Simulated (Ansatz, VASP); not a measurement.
CaS in VASP and in Ansatz

```
CELL_PARAMETERS angstrom
0.00000 2.77898 2.77898
2.77898 0.00000 2.77898
2.77898 2.77898 0.00000
ATOMIC_POSITIONS crystal
Ca 0.50000 0.50000 0.50000
S 0.00000 0.00000 0.00000
```

Alike in both runs: task single point; functional PBE; dispersion D3(BJ); k mesh 8 × 8 × 8; occupations gaussian, width 0.05 eV; no spin polarisation.

|  | VASP | Ansatz |
| --- | --- | --- |
| version | VASP 6.6.1 | Ansatz 0.2.0 |
| potentials or method | VASP PAW PBE potentials, release 64 (Ca_sv, S), cutoff 500 eV | scalar-relativistic, plane waves, PAW |
| valence electrons in the cell | 16 | 16 |

|  | VASP | Ansatz | Ansatz less VASP |
| --- | --- | --- | --- |
| gap on the k mesh at the Fermi level (eV) | 2.17 | 2.18 | +0.007 |
| least direct gap on the mesh (eV) | 3.03 | 3.04 | +0.007 |
| pressure (GPa) | 3.0 | 2.7 | -0.21 |
